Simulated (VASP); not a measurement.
SiO2, 12 atoms in the cell. The cell holds a slab with vacuum, 12 atoms: a = 5.027 Å, b = 5.123 Å, c = 23.751 Å, α = 90.00°, β = 90.00°, γ = 119.38°. 

| Quantity | Value |
| --- | --- |
| Program | VASP 6.6.1 |
| Task | relaxation of the atoms |
| Functional | PBE |
| Potentials or basis | VASP PAW PBE potentials, release 64 (O, Si) |
| Cutoff | 520 eV |
| k mesh | 6 × 6 × 1 |
| Occupations | gaussian, width 0.05 eV |
| Spin | no spin polarisation |
| Dipole correction | yes |
| Atoms held fixed (from 0) | [0, 1, 2, 3, 8, 9] |
| Further INCAR settings | ALGO = Normal; EDIFF = 1e-07; NELMDL = -8; IBRION = 2; EDIFFG = -0.03; NSW = 90 |

Potentials or basis: VASP PAW PBE potentials, release 64 (O, Si).

Command:

```sh
$ cat potpaw_PBE.64/O/POTCAR potpaw_PBE.64/Si/POTCAR > POTCAR
$ mpirun -np 4 vasp_std > vasp.out
```

Hardware: 4 MPI ranks on Intel(R) Xeon(R) Platinum 8559C (Emerald Rapids), with other jobs on the host.

How long does it take, and how much memory?

It took 94 min on 4 MPI ranks on Intel(R) Xeon(R) Platinum 8559C (Emerald Rapids) (shared host), peak memory 0.87 GiB a rank. Counts: scf iterations 488, k points 20, ion steps 29.
